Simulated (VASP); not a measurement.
# Ti (Fm-3m) in VASP: a series of runs

Ti is run at these levels: PBE; tasks: single point.

Program: VASP 6.6.1. These are calculated values, not measurements. Logs are shortened: lines on timing, memory, paths and dates and some standing lists are left out, and cuts for length are marked.

**1. The cell of the first run**

Symmetry: Fm-3m, No. 225, cubic system. Conventional cell: a = 4.029 Å, b = 4.029 Å, c = 4.029 Å, α = 90.00°, β = 90.00°, γ = 90.00°. Ti (site symmetry m-3m) has 12 Ti at 2.85 Å within 3.8 Å.

This isn't the form of Ti at room conditions, which is hcp.

**2. Single point, PBE**

INCAR reads:

```
SYSTEM = Ti
PREC = Accurate
ENCUT = 520
EDIFF = 1E-6
ISMEAR = -1
SIGMA = 0.06122561905347299
LREAL = .FALSE.
LASPH = .TRUE.
NELM = 100
ALGO = Normal
ISIF = 2
LWAVE = .FALSE.
LCHARG = .TRUE.
GGA = PE
LELF = .TRUE.
LVHAR = .TRUE.
NBANDS = 12
```

KPOINTS reads:

```
regular mesh
0
G
  16 16 16
  0 0 0
```

POSCAR reads:

```
Ti
1.0
    0.0000000000      2.0145830510      2.0145830510
    2.0145830510      0.0000000000      2.0145830510
    2.0145830510      2.0145830510      0.0000000000
Ti
1
Direct
    0.0000000000      0.0000000000      0.0000000000
```

Potentials or basis: VASP PAW PBE potentials, release 64 (Ti_sv).

The run is started by

```bash
> cat potpaw_PBE.64/Ti_sv/POTCAR > POTCAR
> mpirun -np 1 vasp_std > vasp.out
```

OUTCAR:

```text
SYSTEM = Ti
   PREC = Accurate
   ENCUT = 520
   EDIFF = 1E-6
   ISMEAR = -1
   LREAL = .FALSE.
   LASPH = .TRUE.
   NELM = 100
   ISIF = 2
   GGA = PE

 ion  position               nearest neighbor table
   1  0.000  0.000  0.000-

  LATTYP: Found a face centered cubic cell.
 ALAT       =     4.0291661020

  Lattice vectors:

 A1 = (   0.0000000000,   2.0145830510,   2.0145830510)
 A2 = (   2.0145830510,   0.0000000000,   2.0145830510)
 A3 = (   2.0145830510,   2.0145830510,   0.0000000000)

Analysis of symmetry for initial positions (statically):
=====================================================================
 Subroutine PRICEL returns:
 Original cell was already a primitive cell.

 Routine SETGRP: Setting up the symmetry group for a
 face centered cubic supercell.

 Subroutine GETGRP returns: Found 48 space group operations
 (whereof 48 operations were pure point group operations)
 out of a pool of 48 trial point group operations.

The static configuration has the point symmetry O_h .

Analysis of symmetry for dynamics (positions and initial velocities):
=====================================================================
 Subroutine PRICEL returns:
 Original cell was already a primitive cell.

 Routine SETGRP: Setting up the symmetry group for a
 face centered cubic supercell.

 Subroutine GETGRP returns: Found 48 space group operations
 (whereof 48 operations were pure point group operations)
 out of a pool of 48 trial point group operations.

The dynamic configuration has the point symmetry O_h .

 Subroutine INISYM returns: Found 48 space group operations
 (whereof 48 operations are pure point group operations),
 and found     1 'primitive' translations

----------------------------------------------------------------------------------------

                                     Primitive cell

  volume of cell :      16.3526

  direct lattice vectors                    reciprocal lattice vectors
     0.000000000  2.014583051  2.014583051    -0.248190314  0.248190314  0.248190314
     2.014583051  0.000000000  2.014583051     0.248190314 -0.248190314  0.248190314
     2.014583051  2.014583051  0.000000000     0.248190314  0.248190314 -0.248190314

  length of vectors
     2.849050673  2.849050673  2.849050673     0.429878234  0.429878234  0.429878234

  position of ions in fractional coordinates (direct lattice)
     0.000000000  0.000000000  0.000000000

  ion indices of the primitive-cell ions
   primitive index   ion index
                 1           1

----------------------------------------------------------------------------------------

 KPOINTS: regular mesh

Automatic generation of k-mesh.
 Grid dimensions read from file:
 generate k-points for:   16   16   16

 Generating k-lattice:

  Cartesian coordinates                     Fractional coordinates (reciprocal lattice)
    -0.015511895  0.015511895  0.015511895     0.062500000  0.000000000  0.000000000
     0.015511895 -0.015511895  0.015511895     0.000000000  0.062500000  0.000000000
     0.015511895  0.015511895 -0.015511895     0.000000000  0.000000000  0.062500000

  Length of vectors
     0.026867390  0.026867390  0.026867390

  Shift w.r.t. Gamma in fractional coordinates (k-lattice)
     0.000000000  0.000000000  0.000000000

 Subroutine IBZKPT returns following result:
 ===========================================

 Found    145 irreducible k-points:

 Following reciprocal coordinates:
            Coordinates               Weight
  0.000000  0.000000  0.000000      1.000000
  0.062500  0.000000  0.000000      8.000000
  0.125000  0.000000  0.000000      8.000000
  0.187500  0.000000  0.000000      8.000000
  0.250000  0.000000  0.000000      8.000000
  0.312500  0.000000  0.000000      8.000000
[... 16 lines left out ...]
 -0.125000  0.062500  0.000000     24.000000
 -0.062500  0.062500  0.000000     12.000000
 [... further k-points ...]
   k-points           NKPTS =    145   k-points in BZ     NKDIM =    145   number of bands    NBANDS=     12
   number of dos      NEDOS =    301   number of ions     NIONS =      1
   total plane-waves  NPLWV =  13824
   dimension x,y,z NGX =    24 NGY =   24 NGZ =   24
   dimension x,y,z NGXF=    48 NGYF=   48 NGZF=   48
   ions per type =               1
   NGX,Y,Z   is equivalent  to a cutoff of  14.00, 14.00, 14.00 a.u.
   NGXF,Y,Z  is equivalent  to a cutoff of  28.01, 28.01, 28.01 a.u.
 SYSTEM =  Ti
   PREC   = accura    normal or accurate (medium, high low for compatibility)
   ISTART =      0    job   : 0-new  1-cont  2-samecut
   ICHARG =      2    charge: 1-file 2-atom 10-const
   ISPIN  =      1    spin polarized calculation?
   LNONCOLLINEAR =      F non collinear calculations
   LSORBIT =      F    spin-orbit coupling
   LASPH  =      T    aspherical Exc in radial PAW
   ENCUT  =  520.0 eV  38.22 Ry    6.18 a.u.   5.30  5.30  5.30*2*pi/ulx,y,z
   NELM   =    100;   NELMIN=  2; NELMDL= -5     # of ELM steps
   EDIFF  = 0.1E-05   stopping-criterion for ELM
   LREAL  =      F    real-space projection
   EDIFFG = 0.1E-04   stopping-criterion for IOM
   NSW    =      0    number of steps for IOM
   IBRION =     -1    ionic relax: 0-MD 1-quasi-New 2-CG
   NFREE  =      0    steps in history (QN), initial steepest desc. (CG)
   ISIF   =      2    stress and relaxation
   ISYM   =      2    0-nonsym 1-usesym 2-fastsym
   POTIM  = 0.5000    time-step for ionic-motion
   TEBEG  =    0.0;   TEEND  =   0.0 temperature during run
   PSTRESS=    0.0 pullay stress
   NELECT =      12.0000    total number of electrons
   NUPDOWN=      -1.0000    fix difference up-down
   EMIN   =  10.00;   EMAX   =-10.00  energy-range for DOS
   EFERMI =   0.00;   METHOD = LEGACY
   ISMEAR =    -1;   SIGMA  =   0.06  broadening in eV -4-tet -1-fermi 0-gaus
   EFERMI_NEDOS =   21; number of points for ismear=-14 and -15
   IALGO  =     38    algorithm
   IMIX   =      4    mixing-type and parameters
     AMIX     =   0.40;   BMIX     =  1.00
     AMIX_MAG =   1.60;   BMIX_MAG =  1.00
  volume/ion in A,a.u.               =      16.35       110.35
  Fermi-wavevector in a.u.,A,eV,Ry     =   1.476636  2.790437 29.666870  2.180453
  Thomas-Fermi vector in A             =   2.591138
   LORBIT       =      0    0 simple, 1 ext, 2 COOP (PROOUT), +10 PAW based schemes
   GGA     = PE    functional components
   LHFCALC =     F    Hartree Fock is set to
   AEXX    =    0.0000 exact exchange contribution
   IVDW    =     0    specifies the selected vdW correction
   LEPSILON=     F    determine dielectric tensor
   LRPA    =     F    only Hartree local field effects (RPA)
 non-spin polarized calculation
  energy-cutoff  :      520.00
  volume of cell :       16.35
 maximum number of plane-waves:       459
 NGX is ok and might be reduce to    24
   NGX = 11   NGY = 11   NGZ = 11

 number of electron      12.0000000 magnetization

 Free energy of the ion-electron system (eV)
  ---------------------------------------------------
  ext. energy  EPLUGINS =         0.00000000
  ---------------------------------------------------
  free energy    TOTEN  =        -7.76689169 eV

  energy without entropy =       -7.74610613  energy(sigma->0) =       -7.75649891

 E-fermi :   8.8757     XC(G=0): -11.7850

 val. band max:        8.8681679519   @ k =   0.3125   0.0000   0.0000
 cond. band min:       8.8969142165   @ k =   0.5000   0.1250   0.0625
 fundamental gap:      0.0287462646
 Fermi energy:         8.8756929409

 k-point     1 :       0.0000    0.0000    0.0000
  band No.  band energies     occupation
      1     -47.7326      2.00000
      2     -23.5156      2.00000
      3     -23.5156      2.00000
      4     -23.5156      2.00000
      5       2.6403      2.00000
      6       9.7883      0.00000
      7       9.7883      0.00000
      8       9.7883      0.00000
      9      11.5587      0.00000
     10      11.5587      0.00000
     11      24.4584      0.00000
     12      29.2337      0.00000

 k-point     2 :       0.0625    0.0000    0.0000
  band No.  band energies     occupation
      1     -47.7267      2.00000
      2     -23.5477      2.00000
      3     -23.5195      2.00000
      4     -23.5195      2.00000
      5       2.7744      2.00000
      6       9.7031      0.00000
      7       9.8377      0.00000
      8       9.8377      0.00000
      9      11.5258      0.00000
     10      11.5258      0.00000
     11      24.5846      0.00000
     12      28.2088      0.00000

 k-point     3 :       0.1250    0.0000    0.0000
  band No.  band energies     occupation
      1     -47.7101      2.00000
      2     -23.6388      2.00000
      3     -23.5307      2.00000
      4     -23.5307      2.00000
      5       3.1641      2.00000
      6       9.4776      0.00011
      7       9.9605      0.00000
      8       9.9605      0.00000
      9      11.4588      0.00000
     10      11.4588      0.00000
     11      24.7994      0.00000
     12      26.5017      0.00000

 k-point     4 :       0.1875    0.0000    0.0000
  band No.  band energies     occupation
      1     -47.6850      2.00000
      2     -23.7735      2.00000
      3     -23.5475      2.00000
      4     -23.5475      2.00000
      5       3.7689      2.00000
      6       9.1897      0.01179
      7      10.0711      0.00000
      8      10.0711      0.00000
      9      11.4568      0.00000
     10      11.4568      0.00000
     11      24.1097      0.00000
     12      25.5734      0.00000

 k-point     5 :       0.2500    0.0000    0.0000
  band No.  band energies     occupation
      1     -47.6552      2.00000
      2     -23.9299      2.00000
      3     -23.5672      2.00000
      4     -23.5672      2.00000
      5       4.5100      2.00000
      6       8.9445      0.49037
      7      10.0633      0.00000
      8      10.0633      0.00000
      9      11.6331      0.00000
     10      11.6331      0.00000
     11      22.4550      0.00000
     12      25.2971      0.00000
[... 228 lines left out ...]
      1     -47.6414      2.00000
      2     -23.9831      2.00000
      3     -23.6063      2.00000
      4     -23.5652      2.00000
      5       4.8681      2.00000
      6       8.8306      1.35270
      7       9.9677      0.00000
      8      10.1128      0.00000
      9      11.4504      0.00000
     10      12.0620      0.00000
     11      21.9505      0.00000
     12      25.0665      0.00000

 k-point    22 :      -0.1875    0.0625    0.0000
  band No.  band energies     occupation
      1     -47.6712      2.00000
      2     -23.8308      2.00000
      3     -23.5837      2.00000
      4     -23.5454      2.00000
      5       4.1121      2.00000
      6       9.0315      0.14550
      7      10.0626      0.00000
      8      10.1694      0.00000
      9      11.2172      0.00000
     10      11.7631      0.00000
     11      23.6495      0.00000
     12      25.3872      0.00000

 k-point    23 :      -0.1250    0.0625    0.0000
  band No.  band energies     occupation
      1     -47.6978      2.00000
      2     -23.6928      2.00000
      3     -23.5602      2.00000
      4     -23.5298      2.00000
      5       3.4562      2.00000
      6       9.3087      0.00169
      7      10.0364      0.00000
      8      10.0602      0.00000
      9      11.2411      0.00000
     10      11.6129      0.00000
     11      24.8449      0.00000
     12      25.8682      0.00000

 k-point    24 :      -0.0625    0.0625    0.0000
  band No.  band energies     occupation
      1     -47.7173      2.00000
      2     -23.5929      2.00000
      3     -23.5376      2.00000
      4     -23.5207      2.00000
      5       2.9937      2.00000
      6       9.5602      0.00003
      7       9.9114      0.00000
      8       9.9282      0.00000
      9      11.3892      0.00000
     10      11.5687      0.00000
     11      24.7591      0.00000
     12      27.2812      0.00000

 [... further k-points ...]

------------------------ aborting loop because EDIFF is reached ----------------------------------------

  FORCE on cell =-STRESS in cart. coord.  units (eV):
  Direction    XX          YY          ZZ          XY          YZ          ZX
  --------------------------------------------------------------------------------------
  -------------------------------------------------------------------------------------
  Total        0.7169286      0.7169286      0.7169286     -0.0000000      0.0000000      0.0000000
  in kB       70.2426630     70.2426630     70.2426630     -0.0000000      0.0000000      0.0000000
  external PRESSURE =      70.2426630 kB  Pullay stress =       0.0000000 kB

 VOLUME and BASIS-vectors are now :
 -----------------------------------------------------------------------------
  energy-cutoff  :      520.00
  volume of cell :       16.35
      direct lattice vectors                 reciprocal lattice vectors
     0.000000000  2.014583051  2.014583051    -0.248190314  0.248190314  0.248190314
     2.014583051  0.000000000  2.014583051     0.248190314 -0.248190314  0.248190314
     2.014583051  2.014583051  0.000000000     0.248190314  0.248190314 -0.248190314

 POSITION                                       TOTAL-FORCE (eV/Angst)
 -----------------------------------------------------------------------------------
      0.00000      0.00000      0.00000        -0.000000     -0.000000     -0.000000
 -----------------------------------------------------------------------------------
    total drift:                                0.000000      0.000000      0.000000

  FREE ENERGIE OF THE ION-ELECTRON SYSTEM (eV)
  ---------------------------------------------------
  free  energy   TOTEN  =        -7.7668916917 eV

  energy  without entropy=       -7.7461061345  energy(sigma->0) =       -7.75649891
```

It took 9.8 s on 1 thread of Intel Xeon 6975P-C (Granite Rapids), shared host; peak memory 0.15 GiB.

Results:

```yaml
Free_energy: -7.7669 eV
Pressure: 7.0 GPa
Band_gap_on_the_k_mesh: zero (bands 6 and 7 overlap by 1.31 eV)
```

Caveat: the cell stands under pressure.

**3. Single point, PBE**

INCAR reads:

```
PREC     = Accurate       # precision mode
ENCUT    = 520            # plane-wave cutoff, eV
EDIFF    = 1E-6           # SCF threshold, eV
ISMEAR   = -1             # smearing method
SIGMA    = 0.06122561905347299 # smearing width, eV
LREAL    = False          # projectors in reciprocal space
LASPH    = True           # aspherical terms in the spheres
NELM     = 60             # most SCF steps
ALGO     = Normal         # electronic algorithm
ISIF     = 2              # what is computed and relaxed
LWAVE    = False          # write WAVECAR
LCHARG   = False          # write CHGCAR
GGA      = PE             # functional
NBANDS   = 12             # bands
```

KPOINTS reads:

```
Automatic mesh
0
Gamma
  16 16 16
```

POSCAR is that of step 2.

Potentials or basis: VASP PAW PBE potentials, release 64 (Ti_sv).

The run is started by

```bash
> cat potpaw_PBE.64/Ti_sv/POTCAR > POTCAR
> mpirun -np 1 vasp_std > vasp.out
```

Wall time 11 s (1 thread of Intel Xeon 6975P-C (Granite Rapids), shared host); peak memory 0.15 GiB.

Results (log left out):

```yaml
Free_energy: -7.7669 eV
Pressure: 7.0 GPa
Band_gap_on_the_k_mesh: zero (bands 6 and 7 overlap by 1.31 eV)
```

Levels at points of the mesh, in eV from the Fermi level:
```csv
k point,band 4,band 5,band 6,band 7,band 8,band 9
"(0.00, 0.00, 0.00)",-32.39,-6.24,0.91,0.91,0.91,2.68
"(0.50, 0.00, 0.00)",-32.49,-2.73,0.78,0.78,0.79,3.84
"(0.50, 0.50, 0.00)",-32.67,-2.79,-1.88,3.13,3.84,4.15
```

Caveat: the cell stands under pressure.

**4. Single point, PBE**

This run uses another cell than the first one, of 16.70 Å³/atom.

INCAR reads:

```
ALGO     = Normal         # electronic algorithm
EDIFF    = 1E-6           # SCF threshold, eV
ENCUT    = 520            # plane-wave cutoff, eV
GGA      = PE             # functional
ISIF     = 2              # what is computed and relaxed
ISMEAR   = -1             # smearing method
LASPH    = T              # aspherical terms in the spheres
LCHARG   = F              # write CHGCAR
LREAL    = F              # projectors in reciprocal space
LWAVE    = F              # write WAVECAR
NBANDS   = 12             # bands
NELM     = 100            # most SCF steps
PREC     = Accurate       # precision mode
SIGMA    = 0.06122561905347299 # smearing width, eV
```

KPOINTS reads:

```
k-points
0
Gamma
  16 16 16
```

POSCAR reads:

```
Ti
1.0
    0.0000000000      2.0287707230      2.0287707230
    2.0287707230      0.0000000000      2.0287707230
    2.0287707230      2.0287707230      0.0000000000
Ti
1
Direct
    0.0000000000      0.0000000000      0.0000000000
```

The run is started by

```bash
> cat potpaw_PBE.64/Ti_sv/POTCAR > POTCAR
> mpirun -np 1 vasp_std > vasp.out
```

It took 13 s on 1 thread of Intel Xeon 6975P-C (Granite Rapids), shared host; peak memory 0.15 GiB.

Results (log left out):

```
Free energy            : -7.7794 eV
Pressure               : 4.4 GPa
Band gap on the k mesh : zero (bands 6 and 7 overlap by 1.29 eV)
```

Levels at points of the mesh, in eV from the Fermi level:
```csv
k point,band 3,band 4,band 5,band 6,band 7,band 8,band 9,band 10
"(0.00, 0.00, 0.00)",-32.45,-32.45,-6.19,0.90,0.90,0.90,2.62,2.62
"(0.50, 0.00, 0.00)",-32.55,-32.55,-2.67,0.73,0.78,0.78,3.75,3.75
"(0.50, 0.50, 0.00)",-32.72,-32.72,-2.71,-1.81,3.02,3.74,4.04,4.04
```

Caveat: the cell stands under pressure.

(Continued in part 2 of 2.)

The gap in the log of VASP goes by the Fermi energy; the results here count the filled bands.